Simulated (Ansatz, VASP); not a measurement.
W: VASP beside Ansatz

INCAR

```
PREC     = Accurate       # precision mode
ENCUT    = 520            # plane-wave cutoff, eV
EDIFF    = 1E-6           # SCF threshold, eV
ISMEAR   = -1             # smearing method
SIGMA    = 0.2            # smearing width, eV
LREAL    = F              # projectors in reciprocal space
LASPH    = T              # aspherical terms in the spheres
NELM     = 80             # most SCF steps
ALGO     = Normal         # electronic algorithm
ISIF     = 2              # what is computed and relaxed
LWAVE    = F              # write WAVECAR
LCHARG   = F              # write CHGCAR
GGA      = CA             # functional
NBANDS   = 13             # bands
```

File KPOINTS:

```
regular mesh
0
Gamma
  14 14 14
```

File POSCAR:

```
W
1.0
   -1.5676867250      1.5676867250      1.5676867250
    1.5676867250     -1.5676867250      1.5676867250
    1.5676867250      1.5676867250     -1.5676867250
W
1
Direct
    0.0000000000      0.0000000000      0.0000000000
```

Input for Ansatz:

```yaml
crystal:
  lattice:
    - [-1.567686725, 1.567686725, 1.567686725]
    - [1.567686725, -1.567686725, 1.567686725]
    - [1.567686725, 1.567686725, -1.567686725]
  atoms:
    - { symbol: W, position: [0.0, 0.0, 0.0] }
hamiltonian:
  xc: lda
  pseudopotentials:
    kind: paw
    azcp:
      W: "pseudopotentials/W.paw.azcp"
basis:
  ecutwfc: 420
  fft_grid_basis: typed
kpoints:
  mp_grid: { grid: [14, 14, 14], shift: [0, 0, 0] }
magnetization:
  spin_polarized: false
scf:
  occupations: { method: fermi_dirac, width: 0.2 }
  lower_state_search: "off"
output:
  stress: true
```

Alike in both runs: task single point; functional LDA; k mesh 14 × 14 × 14; occupations fermi-dirac, width 0.2 eV; no spin polarisation.

|  | VASP | Ansatz |
| --- | --- | --- |
| version | VASP 6.6.1 | Ansatz 0.2.0 |
| potentials or method | VASP PAW LDA potentials, release 64 (W_sv), cutoff 520 eV | plane waves (420 eV) with PAW, scalar-relativistic |
| valence electrons in the cell | 14 | 14 |

```tsv
	VASP	Ansatz	Ansatz less VASP
pressure (GPa)	2.1	0.1	-1.97
```

Ansatz warns that its potentials were made for another functional, while VASP's fit it. LDA's correlation is that of Perdew and Zunger in VASP and of Perdew and Wang (1992) in Ansatz.

Neither program's run includes spin-orbit coupling.
